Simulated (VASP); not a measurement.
Crystal: ZrAl3B3N.

```xyz
8
Lattice="4.8543 0.0000 0.0000 0.0000 4.8543 0.0000 0.0000 0.0000 4.7474" Properties=species:S:1:pos:R:3 pbc="T T T"
Zr    0.0000    0.0000    3.1897
Al    0.0000    2.4272    0.2316
Al    2.4272    0.0000    0.2316
Al    2.4272    2.4272    2.9468
B     0.0000    2.4272    2.4945
B     2.4272    0.0000    2.4945
B     0.0000    0.0000    0.2790
N     2.4272    2.4272    4.7232
```

The cell was generated, and may not be a known phase.

| Property | Result |
| --- | --- |
| Program | VASP 6.6.1 |
| Task | relaxation of cell and atoms |
| Functional | PBE |
| Potentials or basis | VASP PAW PBE potentials, release 64 (Zr_sv, Al, B, N) |
| Cutoff | 600 eV |
| k mesh | 3 × 3 × 3 |
| Occupations | gaussian, width 0.15 eV |
| Spin | no spin polarisation |

At the start: pressure -7.3 GPa; volume 13.98 Å³/atom.

Question: How do energy, volume and symmetry change on relaxing?

Answer: Over 15 steps the energy falls by 442.5 meV/atom and the volume is 11.97 Å³/atom (-14.4 %); space group P4mm (No. 99, to 0.1 Å) before and after.

The path:
```tsv
step	energy change (eV)	largest force (eV/Å)	pressure (GPa)	volume (Å³)
1	0.0000	9.6111	-7.33	111.87
2	-2.7197	2.6646	-5.38	101.32
3	-2.9066	1.0027	-10.30	104.51
4	-2.9152	1.2179	-9.79	104.06
5	-3.1663	1.7075	6.29	92.37
6	-3.2239	1.5461	0.73	95.66
7	-3.3439	0.8955	0.96	95.27
8	-3.3996	1.2008	1.74	94.73
9	-3.4704	0.9133	-0.73	95.98
10	-3.4843	0.7318	-2.35	96.87
11	-3.5277	0.2019	0.26	95.06
12	-3.5278	0.2308	0.40	94.97
13	-3.5349	0.1379	0.35	95.11
14	-3.5380	0.1081	0.31	95.29
15	-3.5397	0.0649	-0.29	95.75
```

Final structure:
```xyz
8
Lattice="4.5337 0.0000 0.0000 0.0000 4.5337 0.0000 0.0000 0.0000 4.6581" Properties=species:S:1:pos:R:3 pbc="T T T"
Zr    0.0000    0.0000    2.5751
Al    0.0000    2.2669    0.2802
Al    2.2669    0.0000    0.2802
Al    2.2669    2.2669    2.8938
B     0.0000    2.2669    2.5850
B     2.2669    0.0000    2.5850
B     0.0000    0.0000    0.2584
N     2.2669    2.2669    0.1630
```

Caveat: the k points lie up to 0.46 Å⁻¹ apart in the final cell, too coarse for converged energies and pressures of a metal; an odd number of electrons without spin polarisation forces a metal; a magnetic or distorted state may lie lower; the relaxation stopped at a loose force limit of 0.08 eV/Å, so its end isn't a converged minimum.
